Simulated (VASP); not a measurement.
Crystal: KI.

```
K I
1.0
     0.00000    3.54449    3.54449
     3.54449    0.00000    3.54449
     3.54449    3.54449    0.00000
K I
1 1
Direct
  0.00000 0.00000 0.00000
  0.50000 0.50000 0.50000
```

Base run:

* Program: VASP 6.6.1
* Functional: r2SCAN0
* Potentials or basis: VASP PAW PBE potentials, release 64 (K_sv, I)
* Cutoff: 440 eV
* k mesh: 4 × 4 × 4
* Occupations: gaussian, width 0.01 eV
* Spin: no spin polarisation

Its results: band gap on the k mesh 5.97 eV; pressure -0.1 GPa.

Task: The run is repeated on the same cell with these changes: functional from r2SCAN0 to HSE06; cutoff from 440 eV to 400 eV. What comes out?

Result: Band gap on the k mesh 4.93 eV; pressure 0.3 GPa.

Caveats: the PAW data sets were made with another functional, which shifts forces and pressure a little; spin-orbit coupling is left out, which moves the levels of the heavy elements.

